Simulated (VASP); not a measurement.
# HfN (F-43m) in VASP: further runs

The runs below take HfN through relaxation of cell and atoms, single point, with HF, HSE06, B3LYP.

Program: VASP 6.6.1. These are calculated values, not measurements. Logs are shortened: lines on timing, memory, paths and dates and some standing lists are left out, and cuts for length are marked.

## (1) The cell of the first run

The structure is cubic, space group F-43m (No. 216). The conventional cell has a = 4.910 Å, b = 4.910 Å, c = 4.910 Å, α = 90.00°, β = 90.00°, γ = 90.00°. Hf (site symmetry -43m) has 4 N at 2.13 Å within 2.8 Å. Within 2.8 Å of N (site symmetry -43m) lie 4 Hf at 2.13 Å.

## (2) Relaxation of cell and atoms, HF

Input file POSCAR:

```
HfN
1.0
    0.0000000000      2.4548220000      2.4548220000
    2.4548220000      0.0000000000      2.4548220000
    2.4548220000      2.4548220000      0.0000000000
Hf N
1 1
Direct
    0.0000000000      0.0000000000      0.0000000000
    0.2500000000      0.2500000000      0.2500000000
```

Input file INCAR.step1:

```
ALGO = Normal ; EDIFF = 1E-5
ENCUT = 600 ; GGA = PE
ISMEAR = -1 ; LASPH = True
LCHARG = False ; LREAL = False
LWAVE = True ; NBANDS = 14
NELM = 80 ; PREC = Accurate
SIGMA = 0.05
```

Input file INCAR.step2:

```
AEXX = 1.0 ; AGGAC = 0.0
ALDAC = 0.0 ; ALGO = Normal
EDIFF = 1E-6 ; EDIFFG = -0.01
ENCUT = 600 ; GGA = PE
IBRION = 2 ; ISIF = 3
ISMEAR = -1 ; ISTART = 1
LASPH = True ; LCHARG = False
LHFCALC = True ; LREAL = False
LWAVE = False ; NELM = 80
NSW = 60 ; PREC = Accurate
PRECFOCK = Normal ; SIGMA = 0.05
```

Input file KPOINTS:

```
k-points
0
Gamma
  5 5 5
```

Potentials or basis: VASP PAW PBE potentials, release 64 (Hf_pv, N).

Run with:

```sh
$ cat potpaw_PBE.64/Hf_pv/POTCAR potpaw_PBE.64/N/POTCAR > POTCAR
$ cp INCAR.step1 INCAR
$ mpirun -np 1 vasp_std > vasp.out
$ cp INCAR.step2 INCAR
$ mpirun -np 1 vasp_std > vasp.out
```

OUTCAR:

```text
AEXX = 1.0
   EDIFF = 1E-6
   EDIFFG = -0.01
   ENCUT = 600
   GGA = PE
   IBRION = 2
   ISIF = 3
   ISMEAR = -1
   ISTART = 1
   LASPH = True
   LHFCALC = True
   LREAL = False
   NELM = 80
   NSW = 60
   PREC = Accurate
   PRECFOCK = Normal

 ion  position               nearest neighbor table
   1  0.000  0.000  0.000-   2 2.13   2 2.13   2 2.13   2 2.13
   2  0.250  0.250  0.250-   1 2.13   1 2.13   1 2.13   1 2.13

  LATTYP: Found a face centered cubic cell.
 ALAT       =     4.9096440000

  Lattice vectors:

 A1 = (   0.0000000000,   2.4548220000,   2.4548220000)
 A2 = (   2.4548220000,   0.0000000000,   2.4548220000)
 A3 = (   2.4548220000,   2.4548220000,   0.0000000000)

Analysis of symmetry for initial positions (statically):
=====================================================================
 Subroutine PRICEL returns:
 Original cell was already a primitive cell.

 Routine SETGRP: Setting up the symmetry group for a
 face centered cubic supercell.

 Subroutine GETGRP returns: Found 24 space group operations
 (whereof 24 operations were pure point group operations)
 out of a pool of 48 trial point group operations.

The static configuration has the point symmetry T_d .

Analysis of symmetry for dynamics (positions and initial velocities):
=====================================================================
 Subroutine PRICEL returns:
 Original cell was already a primitive cell.

 Routine SETGRP: Setting up the symmetry group for a
 face centered cubic supercell.

 Subroutine GETGRP returns: Found 24 space group operations
 (whereof 24 operations were pure point group operations)
 out of a pool of 48 trial point group operations.

The dynamic configuration has the point symmetry T_d .

 Subroutine INISYM returns: Found 24 space group operations
 (whereof 24 operations are pure point group operations),
 and found     1 'primitive' translations

----------------------------------------------------------------------------------------

                                     Primitive cell

  volume of cell :      29.5863

  direct lattice vectors                    reciprocal lattice vectors
     0.000000000  2.454822000  2.454822000    -0.203680756  0.203680756  0.203680756
     2.454822000  0.000000000  2.454822000     0.203680756 -0.203680756  0.203680756
     2.454822000  2.454822000  0.000000000     0.203680756  0.203680756 -0.203680756

  length of vectors
     3.471642566  3.471642566  3.471642566     0.352785417  0.352785417  0.352785417

  position of ions in fractional coordinates (direct lattice)
     0.000000000  0.000000000  0.000000000
     0.250000000  0.250000000  0.250000000

  ion indices of the primitive-cell ions
   primitive index   ion index
                 1           1
                 2           2

----------------------------------------------------------------------------------------

 KPOINTS: k-points

Automatic generation of k-mesh.
 Grid dimensions read from file:
 generate k-points for:    5    5    5

 Generating k-lattice:

  Cartesian coordinates                     Fractional coordinates (reciprocal lattice)
    -0.040736151  0.040736151  0.040736151     0.200000000  0.000000000  0.000000000
     0.040736151 -0.040736151  0.040736151     0.000000000  0.200000000  0.000000000
     0.040736151  0.040736151 -0.040736151     0.000000000  0.000000000  0.200000000

  Length of vectors
     0.070557083  0.070557083  0.070557083

  Shift w.r.t. Gamma in fractional coordinates (k-lattice)
     0.000000000  0.000000000  0.000000000

 Subroutine IBZKPT returns following result:
 ===========================================

 Found     10 irreducible k-points:

 Following reciprocal coordinates:
            Coordinates               Weight
  0.000000  0.000000  0.000000      1.000000
  0.200000  0.000000  0.000000      8.000000
  0.400000  0.000000  0.000000      8.000000
  0.200000  0.200000  0.000000      6.000000
  0.400000  0.200000  0.000000     24.000000
 -0.400000  0.200000  0.000000     24.000000
 -0.200000  0.200000  0.000000     12.000000
  0.400000  0.400000  0.000000      6.000000
 -0.400000  0.400000  0.000000     12.000000
 -0.400000  0.400000  0.200000     24.000000
   k-points           NKPTS =     10   k-points in BZ     NKDIM =    125   number of bands    NBANDS=     11
   number of dos      NEDOS =    301   number of ions     NIONS =      2
   total plane-waves  NPLWV =  21952
   dimension x,y,z NGX =    28 NGY =   28 NGZ =   28
   dimension x,y,z NGXF=    56 NGYF=   56 NGZF=   56
   ions per type =               1   1
   NGX,Y,Z   is equivalent  to a cutoff of  13.41, 13.41, 13.41 a.u.
   NGXF,Y,Z  is equivalent  to a cutoff of  26.82, 26.82, 26.82 a.u.
 SYSTEM =  unknown system
   PREC   = accura    normal or accurate (medium, high low for compatibility)
   ISTART =      1    job   : 0-new  1-cont  2-samecut
   ICHARG =      0    charge: 1-file 2-atom 10-const
   ISPIN  =      1    spin polarized calculation?
   LNONCOLLINEAR =      F non collinear calculations
   LSORBIT =      F    spin-orbit coupling
   LASPH  =      T    aspherical Exc in radial PAW
   ENCUT  =  600.0 eV  44.10 Ry    6.64 a.u.   6.93  6.93  6.93*2*pi/ulx,y,z
   NELM   =     80;   NELMIN=  2; NELMDL=  0     # of ELM steps
   EDIFF  = 0.1E-05   stopping-criterion for ELM
   LREAL  =      F    real-space projection
   EDIFFG = -.1E-01   stopping-criterion for IOM
   NSW    =     60    number of steps for IOM
   IBRION =      2    ionic relax: 0-MD 1-quasi-New 2-CG
   NFREE  =      1    steps in history (QN), initial steepest desc. (CG)
   ISIF   =      3    stress and relaxation
   ISYM   =      3    0-nonsym 1-usesym 2-fastsym
   POTIM  = 0.5000    time-step for ionic-motion
   TEBEG  =    0.0;   TEEND  =   0.0 temperature during run
   PSTRESS=    0.0 pullay stress
   NELECT =      15.0000    total number of electrons
   NUPDOWN=      -1.0000    fix difference up-down
   EMIN   =  10.00;   EMAX   =-10.00  energy-range for DOS
   EFERMI =   0.00;   METHOD = LEGACY
   ISMEAR =    -1;   SIGMA  =   0.05  broadening in eV -4-tet -1-fermi 0-gaus
   EFERMI_NEDOS =   21; number of points for ismear=-14 and -15
   IALGO  =     38    algorithm
   IMIX   =      1    mixing-type and parameters
     AMIX     =   0.40;   BMIX     =  1.00
     AMIX_MAG =   1.60;   BMIX_MAG =  1.00
  volume/ion in A,a.u.               =      14.79        99.83
  Fermi-wavevector in a.u.,A,eV,Ry     =   1.305395  2.466839 23.185087  1.704056
  Thomas-Fermi vector in A             =   2.436267
   LORBIT       =      0    0 simple, 1 ext, 2 COOP (PROOUT), +10 PAW based schemes
   GGA     = PE    functional components
   LHFCALC =     T    Hartree Fock is set to
   PRECFOCK=normal    Normal, Fast or Accurate (Low or Medium for compatibility)
   ENCUT4O =  -1.0   cutoff for four orbital integrals eV
   NKREDX  =     1    reduce k-point grid by
   NKREDY  =     1    reduce k-point grid by
   NKREDZ  =     1    reduce k-point grid by
   AEXX    =    1.0000 exact exchange contribution
   HFSCREEN=    0.0000 screening length (either q_TF or 0.3 A-1)
   HFSCREENC=   0.0000 screening length for correlation (either q_TF or 0.3 A-1)
   ENCUTFOCK=  -1.0 apply spherical cutoff to Coloumb kernel
   IVDW    =     0    specifies the selected vdW correction
   LEPSILON=     F    determine dielectric tensor
   LRPA    =     F    only Hartree local field effects (RPA)
 conjugate gradient relaxation of ions
 non-spin polarized calculation
  energy-cutoff  :      600.00
  volume of cell :       29.59
 maximum number of plane-waves:       990
  NGX = 24; NGY = 24; NGZ = 24

--------------------------------------- Ionic step        1  -------------------------------------------

 number of electron      15.0000001 magnetization

 Free energy of the ion-electron system (eV)
  ---------------------------------------------------
  ext. energy  EPLUGINS =         0.00000000
  ---------------------------------------------------
  free energy    TOTEN  =       -38.51515199 eV

  energy without entropy =      -38.50588637  energy(sigma->0) =      -38.51051918

------------------------ aborting loop because EDIFF is reached ----------------------------------------

  FORCE on cell =-STRESS in cart. coord.  units (eV):
  Direction    XX          YY          ZZ          XY          YZ          ZX
  --------------------------------------------------------------------------------------
  -------------------------------------------------------------------------------------
  Total        0.2710265      0.2710265      0.2710265      0.0000000      0.0000000      0.0000000
  in kB       14.6768303     14.6768303     14.6768303      0.0000000      0.0000000      0.0000000
  external PRESSURE =      14.6768303 kB  Pullay stress =       0.0000000 kB
[... 57 lines left out ...]
  energy  without entropy=      -38.5036458894  energy(sigma->0) =      -38.50827865

--------------------------------------- Ionic step        3  -------------------------------------------

 number of electron      15.0000000 magnetization

 Free energy of the ion-electron system (eV)
  ---------------------------------------------------
  ext. energy  EPLUGINS =         0.00000000
  ---------------------------------------------------
  free energy    TOTEN  =       -38.51608884 eV

  energy without entropy =      -38.50682327  energy(sigma->0) =      -38.51145606

 E-fermi :   7.0895     XC(G=0):   0.0000

 val. band max:        7.0161834316   @ k =   0.4000   0.2000   0.0000
 cond. band min:       9.0350021134   @ k =  -0.4000   0.2000   0.0000
 fundamental gap:      2.0188186818
 Fermi energy:         7.0895004130

 k-point     1 :       0.0000    0.0000    0.0000
  band No.  band energies     occupation
      1     -34.9610      2.00000
      2     -34.9610      2.00000
      3     -34.9610      2.00000
      4     -19.4724      2.00000
      5      -3.9235      2.00000
      6      -3.9235      2.00000
      7      -3.9235      2.00000
      8       6.5105      1.99998
      9      13.7571      0.00000
     10      13.7571      0.00000
     11      18.5045      0.00000
[... 153 lines left out ...]
  FREE ENERGIE OF THE ION-ELECTRON SYSTEM (eV)
  ---------------------------------------------------
  free  energy   TOTEN  =       -38.5160888419 eV

  energy  without entropy=      -38.5068232694  energy(sigma->0) =      -38.51145606

 reached required accuracy - stopping structural energy minimisation
```

It took 32 min on 1 thread of Intel Xeon Platinum 8488C (Sapphire Rapids), shared host; peak memory 0.18 GiB.

What came out:

- Free energy: -38.5161 eV
- Relaxed volume: 14.90 Å³/atom
- Relaxed cell: a = 3.480 Å, b = 3.480 Å, c = 3.480 Å, α = 60.00°, β = 60.00°, γ = 60.00°
- Space group after relaxing (to 0.1 Å): F-43m (No. 216)
- Energy gained by relaxing: 0.5 meV/atom
- Ionic steps: 3
- Pressure after relaxing: 0.0 GPa
- Band gap on the k mesh: zero (an odd number of electrons rules out a gap without spin polarisation)

The path:
| step | energy change (eV) | largest force (eV/Å) | pressure (GPa) | volume (Å³) |
| --- | --- | --- | --- | --- |
| 1 | 0.0000 | 0.0000 | 1.47 | 29.59 |
| 2 | 0.0022 | 0.0000 | -2.67 | 30.17 |
| 3 | -0.0009 | 0.0000 | -0.03 | 29.79 |

Final structure:
```
CELL_PARAMETERS angstrom
0.00000 2.46050 2.46050
2.46050 0.00000 2.46050
2.46050 2.46050 0.00000
ATOMIC_POSITIONS crystal
Hf 0.00000 0.00000 0.00000
N 0.25000 0.25000 0.25000
```

Caveat: the k points lie up to 0.44 Å⁻¹ apart in the final cell, too coarse for converged energies and pressures of a metal; the PAW data sets were made with another functional, which shifts forces and pressure a little; spin-orbit coupling is left out, which moves the levels of the heavy elements.

[end of part 1 of 2]

The gap in the log of VASP goes by the Fermi energy; the results here count the filled bands.